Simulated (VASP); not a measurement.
# LiGeN (P6_3mc) in VASP: further runs, part 2 of 3

VASP 6.6.1. The steps go on from the part before.

## 4. Single point, r2SCAN (11.32 Å³/atom)

This run uses another cell than the first one, of 11.32 Å³/atom.

Contents of POSCAR:

```
LiGeN
1.0
    2.9260915073      0.0000000000      0.0000000000
   -1.4630457537      2.5340695791      0.0000000000
    0.0000000000      0.0000000000      9.1621254362
Li Ge N
2 2 2
Direct
    0.6666666667      0.3333333333      0.7431798159
    0.3333333333      0.6666666667      0.2431798159
    0.0000000000      0.0000000000      0.4988273199
    0.0000000000      0.0000000000      0.9988273199
    0.3333333333      0.6666666667      0.6026308642
    0.6666666667      0.3333333333      0.1026308642
```

Contents of INCAR.step1:

```
PREC = Accurate
ENCUT = 520
ISMEAR = 0
SIGMA = 0.01
LREAL = False
LASPH = True
NELM = 100
NBANDS = 31
GGA = PE
ALGO = Normal
EDIFF = 1E-4
LWAVE = True
LCHARG = False
```

Contents of INCAR.step2:

```
PREC = Accurate
ENCUT = 520
EDIFF = 1E-6
ISMEAR = 0
SIGMA = 0.01
LREAL = False
LASPH = True
NELM = 100
ALGO = Normal
ISIF = 2
LWAVE = False
LCHARG = False
METAGGA = R2SCAN
LMIXTAU = True
NBANDS = 31
ISTART = 1
```

Contents of KPOINTS:

```
regular mesh
0
Gamma
  9 9 2
```

Potentials or basis: VASP PAW PBE potentials, release 64 (Li_sv, Ge_d, N).

The run is started by

```console
> cat potpaw_PBE.64/Li_sv/POTCAR potpaw_PBE.64/Ge_d/POTCAR potpaw_PBE.64/N/POTCAR > POTCAR
> cp INCAR.step1 INCAR
> mpirun -np 1 vasp_std > vasp.out
> cp INCAR.step2 INCAR
> mpirun -np 1 vasp_std > vasp.out
```

OUTCAR:

```text
PREC = Accurate
   ENCUT = 520
   EDIFF = 1E-6
   ISMEAR = 0
   LREAL = False
   LASPH = True
   NELM = 100
   ISIF = 2
   METAGGA = R2SCAN
   ISTART = 1

 ion  position               nearest neighbor table
   1  0.667  0.333  0.743-   5 2.12   5 2.12   5 2.12
   2  0.333  0.667  0.243-   6 2.12   6 2.12   6 2.12
   3  0.000  0.000  0.499-   5 1.94   5 1.94   5 1.94
   4  0.000  0.000  0.999-   6 1.94   6 1.94   6 1.94
   5  0.333  0.667  0.603-   3 1.94   3 1.94   3 1.94   1 2.12   1 2.12   1 2.12
   6  0.667  0.333  0.103-   4 1.94   4 1.94   4 1.94   2 2.12   2 2.12   2 2.12

  LATTYP: Found a hexagonal cell.
 ALAT       =     2.9260915073
[... 1020 lines left out ...]
  -------------------------------------------------------------------------------------
  Total        3.6661710      3.6661710      2.5297476     -0.0000000      0.0000000     -0.0000000
  in kB       86.4610741     86.4610741     59.6602558     -0.0000000      0.0000000     -0.0000000
  external PRESSURE =      77.5274680 kB  Pullay stress =       0.0000000 kB

 VOLUME and BASIS-vectors are now :
 -----------------------------------------------------------------------------
  energy-cutoff  :      520.00
  volume of cell :       67.94
      direct lattice vectors                 reciprocal lattice vectors
     2.926091507  0.000000000  0.000000000     0.341752812  0.197311078  0.000000000
    -1.463045754  2.534069579  0.000000000     0.000000000  0.394622156  0.000000000
     0.000000000  0.000000000  9.162125436     0.000000000  0.000000000  0.109144980

 POSITION                                       TOTAL-FORCE (eV/Angst)
 -----------------------------------------------------------------------------------
      1.46305      0.84469      6.80911         0.000000     -0.000000      0.195595
     -0.00000      1.68938      2.22804         0.000000      0.000000      0.195595
      0.00000      0.00000      4.57032         0.000000      0.000000     -0.723719
      0.00000      0.00000      9.15138        -0.000000      0.000000     -0.723719
     -0.00000      1.68938      5.52138         0.000000      0.000000      0.528124
      1.46305      0.84469      0.94032         0.000000      0.000000      0.528124
 -----------------------------------------------------------------------------------
    total drift:                                0.000001      0.000001      0.033121

  FREE ENERGIE OF THE ION-ELECTRON SYSTEM (eV)
  ---------------------------------------------------
  free  energy   TOTEN  =       -53.1140631903 eV

  energy  without entropy=      -53.1140631903  energy(sigma->0) =      -53.11406319
```

Run time: 2.2 min. Hardware: 1 thread of Intel Xeon 6975P-C (Granite Rapids), shared host; peak memory 0.22 GiB.

Results:

| Quantity | Value |
| --- | --- |
| Free energy | -53.1141 eV |
| Largest force | 0.724 eV/Å |
| Band gap on the k mesh | 2.12 eV (least direct gap 2.81 eV) |

Forces in eV/Å, atoms in the order of the input:
```
Li   0.000  0.000  0.196
Li   0.000  0.000  0.196
Ge   0.000  0.000 -0.724
Ge   0.000  0.000 -0.724
N    0.000  0.000  0.528
N    0.000  0.000  0.528
```

Caveat: the cutoff is under 1.25 times the usual one of these potentials, so pressure, stress and relaxed cells hold a basis-set (Pulay) error; the PAW data sets were made with another functional, which shifts forces and pressure a little. A k mesh can miss the band edges.

## 5. Single point, r2SCAN (11.68 Å³/atom)

This run uses another cell than the first one, of 11.68 Å³/atom.

POSCAR: that of step 4 with these lines changed.

```diff
@@ -2,5 +2,5 @@
 1.0
-    2.9260915073      0.0000000000      0.0000000000
-   -1.4630457537      2.5340695791      0.0000000000
-    0.0000000000      0.0000000000      9.1621254362
+    2.9568947342      0.0000000000      0.0000000000
+   -1.4784473671      2.5607459561      0.0000000000
+    0.0000000000      0.0000000000      9.2585759496
 Li Ge N
```

Contents of INCAR.step1:

```
SYSTEM = LiGeN
PREC = Accurate ; ENCUT = 520
ISMEAR = 0 ; SIGMA = 0.01
LREAL = .False. ; LASPH = .True.
NELM = 60 ; NBANDS = 31
GGA = PE ; ALGO = Normal
EDIFF = 1E-4 ; LWAVE = .True.
LCHARG = .False.
```

Contents of INCAR.step2:

```
SYSTEM = LiGeN
PREC = Accurate ; ENCUT = 520
EDIFF = 1E-6 ; ISMEAR = 0
SIGMA = 0.01 ; LREAL = .False.
LASPH = .True. ; NELM = 60
ALGO = Normal ; ISIF = 2
LWAVE = .False. ; LCHARG = .False.
METAGGA = R2SCAN ; LMIXTAU = .True.
NBANDS = 31 ; ISTART = 1
```

Contents of KPOINTS:

```
Automatic mesh
0
Gamma
  9 9 2
  0 0 0
```

Potentials or basis: VASP PAW PBE potentials, release 64 (Li_sv, Ge_d, N).

The run is started by

```console
> cat potpaw_PBE.64/Li_sv/POTCAR potpaw_PBE.64/Ge_d/POTCAR potpaw_PBE.64/N/POTCAR > POTCAR
> cp INCAR.step1 INCAR
> mpirun -np 1 vasp_std > vasp.out
> cp INCAR.step2 INCAR
> mpirun -np 1 vasp_std > vasp.out
```

OUTCAR:

```text
SYSTEM = LiGeN
   PREC = Accurate
   ENCUT = 520
   EDIFF = 1E-6
   ISMEAR = 0
   LREAL = .False.
   LASPH = .True.
   NELM = 60
   ISIF = 2
   METAGGA = R2SCAN
   ISTART = 1

 ion  position               nearest neighbor table
   1  0.667  0.333  0.743-   5 2.15   5 2.15   5 2.15
   2  0.333  0.667  0.243-   6 2.15   6 2.15   6 2.15
   3  0.000  0.000  0.499-   5 1.96   5 1.96   5 1.96
   4  0.000  0.000  0.999-   6 1.96   6 1.96   6 1.96
   5  0.333  0.667  0.603-   3 1.96   3 1.96   3 1.96   1 2.15   1 2.15   1 2.15
   6  0.667  0.333  0.103-   4 1.96   4 1.96   4 1.96   2 2.15   2 2.15   2 2.15

  LATTYP: Found a hexagonal cell.
 ALAT       =     2.9568947342
 C/A-ratio  =     3.1311821292

  Lattice vectors:

 A1 = (   2.9568947342,   0.0000000000,   0.0000000000)
 A2 = (  -1.4784473671,   2.5607459561,   0.0000000000)
 A3 = (   0.0000000000,   0.0000000000,   9.2585759496)

Analysis of symmetry for initial positions (statically):
=====================================================================
 Subroutine PRICEL returns:
[... 184 lines left out ...]
 cond. band min:       6.9944433701   @ k =   0.4444   0.0000   0.0000
 fundamental gap:      2.1103036472
 Fermi energy:         5.0688246638

 k-point     1 :       0.0000    0.0000    0.0000
  band No.  band energies     occupation
      1     -41.8096      2.00000
      2     -41.8095      2.00000
      3     -19.7644      2.00000
      4     -19.7644      2.00000
      5     -19.7644      2.00000
      6     -19.7644      2.00000
[... 805 lines left out ...]
     30      14.6848      0.00000
     31      15.5422      0.00000

------------------------ aborting loop because EDIFF is reached ----------------------------------------

  FORCE on cell =-STRESS in cart. coord.  units (eV):
  Direction    XX          YY          ZZ          XY          YZ          ZX
  --------------------------------------------------------------------------------------
  -------------------------------------------------------------------------------------
  Total        1.7176628      1.7176628      1.2226016      0.0000000      0.0000000      0.0000000
  in kB       39.2556299     39.2556299     27.9414530      0.0000000      0.0000000      0.0000000
  external PRESSURE =      35.4842376 kB  Pullay stress =       0.0000000 kB

 VOLUME and BASIS-vectors are now :
 -----------------------------------------------------------------------------
  energy-cutoff  :      520.00
  volume of cell :       70.10
      direct lattice vectors                 reciprocal lattice vectors
     2.956894734  0.000000000  0.000000000     0.338192628  0.195255605  0.000000000
    -1.478447367  2.560745956  0.000000000     0.000000000  0.390511209  0.000000000
     0.000000000  0.000000000  9.258575950     0.000000000  0.000000000  0.108007971

 POSITION                                       TOTAL-FORCE (eV/Angst)
 -----------------------------------------------------------------------------------
      1.47845      0.85358      6.88079        -0.000000      0.000000      0.071460
     -0.00000      1.70716      2.25150        -0.000000      0.000000      0.071460
      0.00000      0.00000      4.61843         0.000000     -0.000000     -0.373536
      0.00000      0.00000      9.24772        -0.000000      0.000000     -0.373536
     -0.00000      1.70716      5.57950        -0.000000      0.000000      0.302076
      1.47845      0.85358      0.95022        -0.000000      0.000000      0.302076
 -----------------------------------------------------------------------------------
    total drift:                               -0.000001     -0.000001     -0.098200

  FREE ENERGIE OF THE ION-ELECTRON SYSTEM (eV)
  ---------------------------------------------------
  free  energy   TOTEN  =       -53.1933747861 eV

  energy  without entropy=      -53.1933747861  energy(sigma->0) =      -53.19337479
```

OSZICAR.step1:

```text
N       E                     dE             d eps       ncg     rms          rms(c)
DAV:   1     0.417501538299E+03    0.41750E+03   -0.20980E+04  1832   0.330E+03
DAV:   2     0.410912572876E+02   -0.37641E+03   -0.35350E+03  1552   0.790E+02
DAV:   3    -0.275438078381E+02   -0.68635E+02   -0.67451E+02  1748   0.186E+02
DAV:   4    -0.350113965154E+02   -0.74676E+01   -0.74080E+01  2406   0.538E+01
DAV:   5    -0.355122707111E+02   -0.50087E+00   -0.50029E+00  2196   0.126E+01    0.118E+01
DAV:   6    -0.312193322618E+02    0.42929E+01   -0.17424E+01  2380   0.370E+01    0.443E+00
DAV:   7    -0.313145158350E+02   -0.95184E-01   -0.20856E+00  1695   0.762E+00    0.299E+00
DAV:   8    -0.312846732026E+02    0.29843E-01   -0.29444E-01  2120   0.435E+00    0.864E-01
DAV:   9    -0.312718507113E+02    0.12822E-01   -0.63969E-02  2286   0.202E+00    0.213E-01
DAV:  10    -0.312724991521E+02   -0.64844E-03   -0.78183E-03  1761   0.543E-01    0.808E-02
DAV:  11    -0.312725514872E+02   -0.52335E-04   -0.90433E-04  1997   0.220E-01
   1 F= -.31272551E+02 E0= -.31272551E+02  d E =-.192630-114
```

It took 1.8 min on 1 thread of Intel Xeon 6975P-C (Granite Rapids), shared host; peak memory 0.22 GiB.

Results:

```yaml
Free_energy: -53.1934 eV
Largest_force: 0.374 eV/Å
Band_gap_on_the_k_mesh: 2.11 eV (least direct gap 2.86 eV)
```

Forces in eV/Å, atoms in the order of the input:
```
Li   0.000  0.000  0.071
Li   0.000  0.000  0.071
Ge   0.000  0.000 -0.374
Ge   0.000  0.000 -0.374
N    0.000  0.000  0.302
N    0.000  0.000  0.302
```

Levels at points of the mesh, in eV from the valence-band top:
```tsv
k point	band 18	band 19	band 20	band 21	band 22	band 23	band 24	band 25	band 26	band 27
(0.00, 0.00, 0.00)	-1.28	-1.28	-1.28	-1.28	-0.31	3.55	4.42	8.08	8.81	9.20
(0.00, 0.00, 0.50)	-1.45	-1.28	-1.28	-1.28	-1.28	4.11	4.11	8.45	8.45	9.27
```

Caveat: the cutoff is under 1.25 times the usual one of these potentials, so pressure, stress and relaxed cells hold a basis-set (Pulay) error; the PAW data sets were made with another functional, which shifts forces and pressure a little. A k mesh can miss the band edges.

(Continued in part 3 of 3.)
